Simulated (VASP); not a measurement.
# Ga32HO48 (a cell with a defect) (H interstitial hop between voids) in VASP: further runs

The runs below take Ga32HO48 (a cell with a defect) (H interstitial hop between voids) through single point, with PBE.

Program: VASP 6.6.1. These are calculated values, not measurements. Logs are shortened: lines on timing, memory, paths and dates and some standing lists are left out, and cuts for length are marked.

## 1. The cell of the first run

The cell holds a defect, 81 atoms: a = 10.798 Å, b = 10.798 Å, c = 10.798 Å, α = 55.86°, β = 55.86°, γ = 55.86°.

## 2. Single point, PBE

The input, INCAR:

```
SYSTEM = Ga32HO48
ALGO     = Normal         ! electronic algorithm
EDIFF    = 1E-6           ! SCF threshold, eV
ENCUT    = 520            ! plane-wave cutoff, eV
GGA      = PE             ! functional
ISIF     = 2              ! what is computed and relaxed
ISMEAR   = -1             ! smearing method
LASPH    = .TRUE.         ! aspherical terms in the spheres
LCHARG   = .TRUE.         ! write CHGCAR
LELF     = .TRUE.         ! ELF
LREAL    = Auto         
LVHAR    = .TRUE.       
LWAVE    = .FALSE.        ! write WAVECAR
NBANDS   = 398            ! bands
NELECT   = 704.0        
NELM     = 60             ! most SCF steps
PREC     = Accurate       ! precision mode
SIGMA    = 0.01           ! smearing width, eV
```

The input, KPOINTS:

```
k-points
0
G
  1 1 1
  0 0 0
```

The input, POSCAR:

```
Ga32HO48
1.0
    5.0579508900      2.9202093400      9.0826160100
   -5.0579508900      2.9202093400      9.0826160100
    0.0000000000     -5.8404185800      9.0826160400
Ga O H
32 48 1
Direct
    0.4277846960      0.4268602109      0.4289875812
    0.3207287368      0.3247242283      0.3248283922
    0.0685493295      0.0699558279      0.0698247991
    0.1661806125      0.1876610504      0.1625213529
    0.4246934616      0.4280906872      0.9302831915
    0.3228915183      0.3247256602      0.8181954201
    0.0623340055      0.0765978846      0.5834412648
    0.1773001700      0.1800582039      0.6790116508
    0.4413757259      0.9114872497      0.4411076127
    0.3285278164      0.8173890279      0.3157451896
    0.0707238961      0.5729494129      0.0719150183
    0.1779182231      0.6764932498      0.1779013523
    0.4271938684      0.9284411235      0.9271131668
    0.3207185427      0.8207518675      0.8238369369
    0.0723213163      0.5719054473      0.5730044801
    0.1771100948      0.6816468243      0.6767304299
    0.9264857184      0.4290291289      0.4277842561
    0.8188173797      0.3240130499      0.3226839085
    0.5671324132      0.0719126978      0.0735008109
    0.6784431074      0.1776118311      0.1768877714
    0.9254818665      0.4308050587      0.9256474810
    0.8190607357      0.3215972264      0.8239873510
    0.5720684339      0.0715378722      0.5721742544
    0.6766027631      0.1767985825      0.6787870640
    0.9288756435      0.9286965196      0.4279550423
    0.8259636561      0.8217724331      0.3216603899
    0.5708998229      0.5713733348      0.0726235180
    0.6785852712      0.6772610195      0.1771874717
    0.9235376996      0.9267233771      0.9325423517
    0.8203146268      0.8229273449      0.8219892954
    0.5733385592      0.5662773993      0.5758568706
    0.6795360277      0.6771388119      0.6789863575
    0.3701581450      0.2238536402      0.0277041382
    0.2101330732      0.0539124975      0.3677913342
    0.0232701515      0.3777425533      0.2208466788
    0.1223508088      0.2787412161      0.4759014511
    0.4569313788      0.1207673794      0.2847870040
    0.2751350573      0.4723247932      0.1271998276
    0.3739971103      0.2234693538      0.5276243657
    0.2227140819      0.0259035510      0.8746243893
    0.0253555214      0.3761653728      0.7233830945
    0.1243188650      0.2786546853      0.9662646689
    0.4718872918      0.1255207417      0.7761417195
    0.2763168128      0.4770662907      0.6227076580
    0.3741239063      0.7230181598      0.0272887134
    0.2230518617      0.5286141405      0.3753902311
    0.0263538279      0.8741859032      0.2237741210
    0.1283968582      0.7851250614      0.4695648444
    0.4752420891      0.6217862166      0.2756768684
    0.2745128910      0.9742786809      0.1252606816
    0.3758700140      0.7270707351      0.5246974741
    0.2219064766      0.5284205242      0.8741845890
    0.0250733859      0.8771967248      0.7230782429
    0.1227323251      0.7770832810      0.9746832114
    0.4721788212      0.6242200364      0.7772503155
    0.2756811344      0.9720289394      0.6252080328
    0.8735154642      0.2232090315      0.0254880902
    0.7201118316      0.0272057366      0.3746220776
    0.5255224061      0.3723471348      0.2238628964
    0.6238351353      0.2769189556      0.4734264285
    0.9693219543      0.1278845634      0.2735936987
    0.7757461182      0.4736484836      0.1238458812
    0.8722496996      0.2242940213      0.5281921446
    0.7206359954      0.0268241976      0.8767596306
    0.5252737918      0.3734880159      0.7248781174
    0.6209990977      0.2748023793      0.9775728848
    0.9711438021      0.1236606824      0.7810437246
    0.7760074879      0.4710853893      0.6271949891
    0.8733844098      0.7245397459      0.0268997918
    0.7214165155      0.5272109920      0.3757723320
    0.5220875351      0.8739942734      0.2276319956
    0.6338465018      0.7692019086      0.4759691509
    0.9728428025      0.6246235259      0.2774065027
    0.7713266588      0.9733897121      0.1291991373
    0.8771165062      0.7242166428      0.5271664994
    0.7219818287      0.5260985507      0.8759396113
    0.5262637672      0.8746166948      0.7227062841
    0.6234401933      0.7776787411      0.9736066895
    0.9729382448      0.6272751417      0.7749047461
    0.7762802170      0.9740211642      0.6242356419
    0.2761933327      0.1152963573      0.3279132862
```

Potentials or basis: VASP PAW PBE potentials, release 64 (Ga_d, O, H).

Started as:

```bash
$ cat potpaw_PBE.64/Ga_d/POTCAR potpaw_PBE.64/O/POTCAR potpaw_PBE.64/H/POTCAR > POTCAR
$ mpirun -np 1 vasp_gam > vasp.out
```

OUTCAR:

```text
SYSTEM = Ga32HO48
   EDIFF = 1E-6
   ENCUT = 520
   GGA = PE
   ISIF = 2
   ISMEAR = -1
   LASPH = .TRUE.
   LREAL = Auto
   NELECT = 704.0
   NELM = 60
   PREC = Accurate

 ion  position               nearest neighbor table
   1  0.428  0.427  0.429-  60 1.94  49 1.94  44 1.94  39 2.10  46 2.10  59 2.12   2 2.85
   2  0.321  0.325  0.325-  38 1.95  36 1.96  37 1.98  59 2.07  39 2.08  46 2.09   1 2.85
   3  0.069  0.070  0.070-  47 1.93  57 1.93  40 1.93  61 2.13  50 2.14  42 2.15   4 2.80
   4  0.166  0.188  0.163-  35 1.95  33 1.96  42 1.97  34 2.01  61 2.05  50 2.08   3 2.80   6 2.91

   5  0.425  0.428  0.930-  38 1.94  55 1.95  66 1.96  52 2.10  33 2.12  65 2.12   6 2.88
   6  0.323  0.325  0.818-  44 1.94  43 1.95  42 1.96  65 2.07  52 2.11  33 2.11   5 2.88   4 2.91

   7  0.062  0.077  0.583-  53 1.93  63 1.94  34 2.01  67 2.02  36 2.11  56 2.11   8 2.85
   8  0.177  0.180  0.679-  41 1.94  39 1.94  40 1.94  36 2.10  67 2.13  56 2.15   7 2.85
   9  0.441  0.911  0.441-  72 1.86  56 1.93  37 1.95  51 2.03  71 2.15  34 2.40  31 2.88
  10  0.329  0.817  0.316-  49 1.91  48 1.93  50 1.94  71 2.05  51 2.14  34 2.37
  11  0.071  0.573  0.072-  35 1.94  69 1.95  52 1.95  54 2.10  73 2.11  38 2.11  12 2.88
  12  0.178  0.676  0.178-  45 1.95  46 1.95  47 1.96  38 2.09  54 2.10  73 2.10  11 2.88
  13  0.427  0.928  0.927-  43 1.95  78 1.95  50 1.96  40 2.11  77 2.11  45 2.11  14 2.88
  14  0.321  0.821  0.824-  54 1.95  55 1.95  56 1.96  40 2.10  45 2.10  77 2.11  13 2.88
  15  0.072  0.572  0.573-  75 1.94  41 1.95  46 1.95  44 2.09  79 2.09  48 2.20  16 2.89
  16  0.177  0.682  0.677-  53 1.94  52 1.95  51 1.97  48 2.09  44 2.11  79 2.11  15 2.89
[... 12 lines left out ...]
  29  0.924  0.927  0.933-  54 1.95  74 1.95  67 1.96  69 2.08  64 2.10  53 2.13  30 2.88
  30  0.820  0.823  0.822-  79 1.95  78 1.95  80 1.95  64 2.11  69 2.11  53 2.12  29 2.88
  31  0.573  0.566  0.576-  65 1.93  70 1.95  51 1.99  68 2.09  55 2.10  72 2.13   9 2.88  32 2.91

  32  0.680  0.677  0.679-  76 1.94  77 1.95  75 1.96  72 2.06  68 2.12  55 2.13  31 2.91
  33  0.370  0.224  0.028-  19 1.95   4 1.96   6 2.11   5 2.12
  34  0.210  0.054  0.368-  81 1.00   4 2.01   7 2.01  10 2.37   9 2.40
  35  0.023  0.378  0.221-  11 1.94   4 1.95  18 2.10  17 2.12
  36  0.122  0.279  0.476-  17 1.95   2 1.96   8 2.10   7 2.11
  37  0.457  0.121  0.285-   9 1.95   2 1.98  19 2.12  20 2.27
  38  0.275  0.472  0.127-   5 1.94   2 1.95  12 2.09  11 2.11
  39  0.374  0.223  0.528-   8 1.94  23 1.96   2 2.08   1 2.10
  40  0.223  0.026  0.875-   3 1.93   8 1.94  14 2.10  13 2.11
[... 38 lines left out ...]
  79  0.973  0.627  0.775-  30 1.95  21 1.95  15 2.09  16 2.11
  80  0.776  0.974  0.624-  25 1.95  30 1.95  24 2.10  23 2.10
  81  0.276  0.115  0.328-  34 1.00

  LATTYP: Found a trigonal (rhomboedric) cell.
 ALAT       =    10.7983518826
 COS(alpha) =     0.5612023825

  Lattice vectors:

 A1 = (   5.0579508900,   2.9202093400,   9.0826160100)
 A2 = (  -5.0579508900,   2.9202093400,   9.0826160100)
 A3 = (   0.0000000000,  -5.8404185800,   9.0826160400)

Analysis of symmetry for initial positions (statically):
=====================================================================
 Subroutine PRICEL returns:
 Original cell was already a primitive cell.

 Routine SETGRP: Setting up the symmetry group for a
 trigonal (rhombohedral) supercell.

 Subroutine GETGRP returns: Found  1 space group operations
 (whereof  1 operations were pure point group operations)
 out of a pool of 12 trial point group operations.

The static configuration has the point symmetry C_1 .

Analysis of symmetry for dynamics (positions and initial velocities):
=====================================================================
 Subroutine PRICEL returns:
 Original cell was already a primitive cell.

 Routine SETGRP: Setting up the symmetry group for a
 trigonal (rhombohedral) supercell.

 Subroutine GETGRP returns: Found  1 space group operations
 (whereof  1 operations were pure point group operations)
[... 222 lines left out ...]
[... 22 lines left out ...]
   POTIM  = 0.5000    time-step for ionic-motion
   TEBEG  =    0.0;   TEEND  =   0.0 temperature during run
   PSTRESS=    0.0 pullay stress
   NELECT =     704.0000    total number of electrons
   NUPDOWN=      -1.0000    fix difference up-down
   EMIN   =  10.00;   EMAX   =-10.00  energy-range for DOS
   EFERMI =   0.00;   METHOD = LEGACY
   ISMEAR =    -1;   SIGMA  =   0.01  broadening in eV -4-tet -1-fermi 0-gaus
   EFERMI_NEDOS =   21; number of points for ismear=-14 and -15
   IALGO  =     38    algorithm
   IMIX   =      4    mixing-type and parameters
     AMIX     =   0.40;   BMIX     =  1.00
     AMIX_MAG =   1.60;   BMIX_MAG =  1.00
  volume/ion in A,a.u.               =       9.94        67.06
  Fermi-wavevector in a.u.,A,eV,Ry     =   1.565605  2.958564 33.349487  2.451118
  Thomas-Fermi vector in A             =   2.668056
   LORBIT       =      0    0 simple, 1 ext, 2 COOP (PROOUT), +10 PAW based schemes
   GGA     = PE    functional components
   LHFCALC =     F    Hartree Fock is set to
   AEXX    =    0.0000 exact exchange contribution
   IVDW    =     0    specifies the selected vdW correction
   LEPSILON=     F    determine dielectric tensor
   LRPA    =     F    only Hartree local field effects (RPA)
 non-spin polarized calculation
  energy-cutoff  :      520.00
  volume of cell :      804.92
 maximum number of plane-waves:     10826
   NGX = 41   NGY = 41   NGZ = 41

 number of electron     704.0000044 magnetization

 Free energy of the ion-electron system (eV)
  ---------------------------------------------------
  ext. energy  EPLUGINS =         0.00000000
  ---------------------------------------------------
  free energy    TOTEN  =      -483.40526289 eV

  energy without entropy =     -483.40526289  energy(sigma->0) =     -483.40526289

 E-fermi :   4.3551     XC(G=0): -11.9572

 val. band max:        4.0245212458   @ k =   0.0000   0.0000   0.0000
 cond. band min:       6.5060357627   @ k =   0.0000   0.0000   0.0000
 fundamental gap:      2.4815145170
 Fermi energy:         4.3550827110

 k-point     1 :       0.0000    0.0000    0.0000
  band No.  band energies     occupation
      1     -15.2380      2.00000
      2     -14.4622      2.00000
      3     -13.8091      2.00000
      4     -13.7505      2.00000
      5     -13.7199      2.00000
      6     -13.7001      2.00000
[... 356 lines left out ...]
    363      10.2396      0.00000
    364      10.2632      0.00000
 [bands above 364 left out]

------------------------ aborting loop because EDIFF is reached ----------------------------------------

  FORCE on cell =-STRESS in cart. coord.  units (eV):
  Direction    XX          YY          ZZ          XY          YZ          ZX
  --------------------------------------------------------------------------------------
  -------------------------------------------------------------------------------------
  Total       -0.9585433     -4.9105133     -6.2959355     -0.5682322     -1.6153071      1.0840992
  in kB       -1.9079698     -9.7743229    -12.5319906     -1.1310600     -3.2152511      2.1578875
  external PRESSURE =      -8.0714278 kB  Pullay stress =       0.0000000 kB

 VOLUME and BASIS-vectors are now :
 -----------------------------------------------------------------------------
  energy-cutoff  :      520.00
  volume of cell :      804.92
      direct lattice vectors                 reciprocal lattice vectors
     5.057950890  2.920209340  9.082616010     0.098854262  0.057073535  0.036700146
    -5.057950890  2.920209340  9.082616010    -0.098854262  0.057073535  0.036700146
     0.000000000 -5.840418580  9.082616040     0.000000000 -0.114147069  0.036700146

 POSITION                                       TOTAL-FORCE (eV/Angst)
 -----------------------------------------------------------------------------------
      0.00468     -0.00973     11.65874         0.005782     -0.001595      0.008069
     -0.02021     -0.01228      8.81269         0.001314     -0.001369     -0.007594
     -0.00711     -0.00334      1.89218        -0.008472      0.005337     -0.008714
     -0.10865      0.08410      4.68993        -0.005521     -0.005209      0.002460
     -0.01718     -2.94293     16.19492         0.000514      0.004802      0.007383
     -0.00928     -2.88743     13.31341        -0.003068     -0.001287     -0.012945
[... 73 lines left out ...]
     -1.00016      1.46545     21.56701        -0.000418     -0.001561      0.002303
      0.81381     -0.77192      6.53406         0.008180      0.059996      0.077612
 -----------------------------------------------------------------------------------
    total drift:                                0.002618      0.015031      0.024279

  FREE ENERGIE OF THE ION-ELECTRON SYSTEM (eV)
  ---------------------------------------------------
  free  energy   TOTEN  =      -483.4052628882 eV

  energy  without entropy=     -483.4052628882  energy(sigma->0) =     -483.40526289
```

Wall time 27 min (1 thread of AMD EPYC 7R13 (Zen 3), shared host); peak memory 0.99 GiB.

What came out:

```yaml
Free_energy: -483.4053 eV
Largest_force: 0.098 eV/Å
```

Forces in eV/Å, atoms in the order of the input:
```
Ga   0.006 -0.002  0.008
Ga   0.001 -0.001 -0.008
Ga  -0.008  0.005 -0.009
Ga  -0.006 -0.005  0.002
Ga   0.001  0.005  0.007
Ga  -0.003 -0.001 -0.013
Ga   0.004 -0.005 -0.022
Ga  -0.002 -0.002  0.008
Ga  -0.002 -0.002  0.009
Ga  -0.019 -0.006  0.009
Ga  -0.005 -0.001 -0.010
Ga   0.000 -0.003  0.007
Ga   0.002  0.008  0.001
Ga  -0.002  0.001 -0.012
Ga  -0.003  0.000 -0.006
Ga   0.001 -0.008  0.012
Ga  -0.004  0.000  0.005
Ga   0.000 -0.004 -0.012
Ga   0.003  0.007 -0.005
Ga  -0.005 -0.007  0.001
Ga   0.006 -0.002  0.009
Ga   0.001 -0.001 -0.009
Ga   0.000  0.003 -0.012
Ga   0.001  0.002  0.009
Ga  -0.012 -0.003  0.007
Ga   0.000 -0.005 -0.013
Ga   0.005  0.001 -0.015
Ga   0.010  0.004  0.006
Ga  -0.003  0.003  0.012
Ga   0.001  0.002 -0.009
Ga   0.002  0.000 -0.011
Ga   0.005 -0.003  0.013
O    0.000 -0.009  0.003
O    0.024 -0.047 -0.059
O    0.005 -0.002  0.005
O    0.008  0.009 -0.003
O   -0.003  0.005 -0.002
O    0.004  0.000 -0.001
O    0.002 -0.001  0.000
O    0.004 -0.003  0.004
O    0.002 -0.002 -0.003
O    0.003  0.012 -0.010
O   -0.003 -0.005  0.001
O   -0.004  0.001  0.000
O   -0.001  0.000  0.002
O   -0.006  0.001  0.003
O    0.001  0.001  0.007
O    0.000 -0.001 -0.002
O    0.000 -0.002  0.002
O    0.002 -0.001  0.007
O   -0.002 -0.002 -0.010
O    0.000  0.001 -0.001
O    0.004 -0.001 -0.003
O    0.003  0.002  0.004
O   -0.001  0.004  0.000
O   -0.008  0.004 -0.003
O    0.001  0.002  0.004
O    0.004 -0.004  0.002
O   -0.005  0.003  0.005
O    0.002 -0.001  0.001
O    0.002 -0.009 -0.007
O    0.003  0.000  0.002
O    0.002  0.006  0.000
O   -0.001 -0.002  0.000
O    0.000 -0.001  0.004
O   -0.004  0.003 -0.001
O   -0.004 -0.007  0.010
O    0.002  0.003  0.000
O   -0.001  0.000 -0.002
O   -0.008 -0.001  0.001
O   -0.009  0.003  0.009
O    0.004  0.005 -0.003
O   -0.002  0.003  0.002
O   -0.001  0.000 -0.004
O   -0.001  0.000  0.001
O   -0.005 -0.002 -0.001
O   -0.001 -0.002 -0.003
O   -0.001 -0.003 -0.003
O    0.004  0.001  0.001
O    0.000 -0.002  0.002
H    0.008  0.060  0.078
```

Caveat: the k points lie up to 0.75 Å⁻¹ apart; the cell carries a net charge on a neutralising background, which shifts energy and pressure; the cell is charged against a uniform background, so pressure and absolute levels hang on convention.

(Part 1 of 2 ends here.)
